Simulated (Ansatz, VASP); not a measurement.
## One calculation of La, two programs

File INCAR:

```
SYSTEM = La
PREC = Accurate
ENCUT = 600
EDIFF = 1E-6
ISMEAR = -1
SIGMA = 0.05
LREAL = .False.
LASPH = .True.
NELM = 150
ALGO = Normal
ISIF = 3
LWAVE = .False.
LCHARG = .False.
ISPIN = 2
MAGMOM = 1
LORBIT = 11
LMAXMIX = 6
GGA = PE
IBRION = 2
NSW = 80
EDIFFG = -0.01
```

File KPOINTS:

```
Automatic mesh
0
Gamma
  10 10 10
  0 0 0
```

POSCAR

```
La
1.0
    0.0000000000      2.6546496237      2.6546496237
    2.6546496237      0.0000000000      2.6546496237
    2.6546496237      2.6546496237      0.0000000000
La
1
Direct
    0.0000000000      0.0000000000      0.0000000000
```

Input for Ansatz:

```yaml
crystal:
  lattice:
    - [0.0, 2.6546496237, 2.6546496237]
    - [2.6546496237, 0.0, 2.6546496237]
    - [2.6546496237, 2.6546496237, 0.0]
  atoms:
    - { symbol: La, position: [0.0, 0.0, 0.0], spin: 1.0 }
hamiltonian:
  xc: pbe
  pseudopotentials:
    kind: paw
    azcp:
      La: "pseudopotentials/La.paw.azcp"
basis:
  ecutwfc: 420
  fft_grid_basis: typed
kpoints:
  mp_grid: { grid: [10, 10, 10], shift: [0, 0, 0] }
magnetization:
  spin_polarized: true
scf:
  occupations: { method: fermi_dirac, width: 0.05 }
relax:
  max_steps: 60
  f_tol: 0.01
  cell: {}
```

Alike in both runs: task relaxation of cell and atoms; functional PBE; k mesh 10 × 10 × 10; occupations fermi-dirac, width 0.05 eV; collinear spin.

|  | VASP | Ansatz |
| --- | --- | --- |
| version | VASP 6.6.1 | Ansatz 0.2.0 |
| potentials or method | VASP PAW PBE potentials, release 64 (La), cutoff 600 eV | plane waves (420 eV) with PAW, scalar-relativistic |
| valence electrons in the cell | 11 | 11 |

VASP gave:

```
net moment per atom (μB)                                        : 0.00
relaxed volume (Å³/atom)                                        : 37.42
relaxed length of the cell vector where the two differ most in proportion (Å) : 3.754
```

Task: What did Ansatz give for the same quantities?

Result: net moment per atom (μB): 0.00; relaxed volume (Å³/atom): 37.34; relaxed length of the cell vector where the two differ most in proportion (Å): 3.752.

Ansatz's warnings: seeded moment not kept.

Neither program's run includes spin-orbit coupling. Noted on VASP's run: the relaxation stopped at its first step, so nothing moved.
